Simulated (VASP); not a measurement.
A run of VASP 6.6.1 is set up as follows.

The input INCAR:

```
SYSTEM = KAl3O
PREC = Accurate
ENCUT = 910
EDIFF = 1E-6
ISMEAR = 0
SIGMA = 0.1
LREAL = .FALSE.
LASPH = .TRUE.
NELM = 120
ALGO = Normal
ISIF = 2
LWAVE = .FALSE.
LCHARG = .FALSE.
GGA = PE
NBANDS = 20
GGA_COMPAT = .FALSE.
```

The input KPOINTS:

```
Automatic mesh
0
G
  10 10 6
  0 0 0
```

POSCAR

```
KAl3O
1.0
    3.8043780836      0.0000000000      0.0000000000
    0.0000000000      3.8043780836      0.0000000000
    0.0000000000      0.0000000000      8.1311305659
K Al O
1 3 1
Direct
    0.5000000000      0.5000000000     -0.1874150637
    0.0000000000      0.5000000000      0.3606612013
    0.0000000000      0.0000000000      0.1175116204
    0.5000000000      0.0000000000      0.3606612013
    0.0000000000      0.0000000000      0.9102720107
```

Potentials or basis: VASP PAW PBE potentials, release 64 (K_sv, Al, O_h).

Run with:

```sh
$ cat potpaw_PBE.64/K_sv/POTCAR potpaw_PBE.64/Al/POTCAR potpaw_PBE.64/O_h/POTCAR > POTCAR
$ mpirun -np 1 vasp_std > vasp.out
```

Task: Estimate the band gap on the k mesh.

Result: Zero (bands 12 and 13 overlap by 1.48 eV).

Task: What does it give for the pressure?

Result: 0.0 GPa.

Task: What does it give for the largest force?

Result: 0.052 eV/Å.

Forces on the atoms (eV/Å):
```
K    0.000  0.000 -0.010
Al   0.000  0.000 -0.003
Al   0.000  0.000  0.052
Al   0.000  0.000 -0.003
O    0.000  0.000 -0.036
```

Caveat: the cutoff is under 1.25 times the usual one of these potentials, so pressure, stress and relaxed cells hold a basis-set (Pulay) error.
